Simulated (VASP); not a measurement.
Input of a VASP 6.6.1 run:

Contents of INCAR:

```
SYSTEM = AlCo
  ALGO = Normal
  EDIFF = 1E-6
  ENCUT = 520
  GGA = PS
  ISIF = 2
  ISMEAR = 0
  LASPH = .TRUE.
  LCHARG = .FALSE.
  LREAL = .FALSE.
  LWAVE = .FALSE.
  NBANDS = 13
  NELM = 60
  PREC = Accurate
  SIGMA = 0.15
```

The input KPOINTS:

```
k-points
0
G
  16 16 16
  0 0 0
```

POSCAR

```
AlCo
1.0
    2.8194032100      0.0000000000      0.0000000000
    0.0000000000      2.8194032100      0.0000000000
    0.0000000000      0.0000000000      2.5938509532
Al Co
1 1
Direct
    0.0000000000      0.0000000000      0.0000000000
    0.5000000000      0.5000000000      0.5000000000
```

Potentials or basis: VASP PAW PBE potentials, release 64 (Al, Co).

The run is started by

```console
$ cat potpaw_PBE.64/Al/POTCAR potpaw_PBE.64/Co/POTCAR > POTCAR
$ mpirun -np 1 vasp_std > vasp.out
```

Question: Estimate the pressure.

Answer: 21.7 GPa.

Question: What does it give for the band gap on the k mesh?

Answer: Zero (band 6 reaches 14.36 eV, above the bottom of band 7 at 11.60 eV).

Stress tensor (GPa, compression positive):
```
13.52  0.00  0.00
 0.00 13.52  0.00
 0.00  0.00 38.05
```

Caveat: the cell differs from its parent crystal (strain +0.000 along x and y, -0.080 along z); the PAW data sets were made with another functional, which shifts forces and pressure a little. Spin polarisation is off, so any magnetic state and its effect on volume and gap are missing.
